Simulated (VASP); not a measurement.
## Rh: single point with PBEsol

The system is Rh.

```xyz
4
Lattice="2.6667 0.0000 0.0000 -1.3333 2.3094 0.0000 0.0000 0.0000 8.6979" Properties=species:S:1:pos:R:3 pbc="T T T"
Rh    0.0000    0.0000    0.0000
Rh    0.0000    1.5396    2.1745
Rh    0.0000    0.0000    4.3490
Rh    1.3333    0.7698    6.5234
```

This isn't the form of Rh at room conditions, which is fcc.

- Program: VASP 6.6.1
- Task: single point
- Functional: PBEsol
- Potentials or basis: VASP PAW PBE potentials, release 64 (Rh_pv)
- Cutoff: 520 eV
- k mesh: 18 × 18 × 6
- Occupations: gaussian, width 0.1 eV
- Spin: no spin polarisation

```yaml
Pressure: 2.9 GPa
Band_gap_on_the_k_mesh: zero (bands 30 and 31 overlap by 2.10 eV)
```

Levels at points of the mesh, in eV from the Fermi level:
```tsv
k point	band 27	band 28	band 29	band 30	band 31	band 32	band 33	band 34
(0.00, 0.00, 0.00)	-2.76	-1.51	-1.51	-0.90	-0.90	-0.36	-0.36	0.45
(0.50, 0.00, 0.00)	0.58	0.63	0.69	0.87	0.87	0.91	1.14	2.21
(0.00, 0.00, 0.50)	-1.25	-1.25	-1.19	-1.19	-1.19	-1.19	0.08	0.08
(0.50, 0.00, 0.50)	-0.12	-0.12	0.61	0.61	0.84	0.84	2.90	2.90
```

Run time: 2.6 min on 1 thread of Intel(R) Xeon(R) 6975P-C (Granite Rapids), on a shared host, peak memory 0.32 GiB.

Caveat: the PAW data sets were made with another functional, which shifts forces and pressure a little.
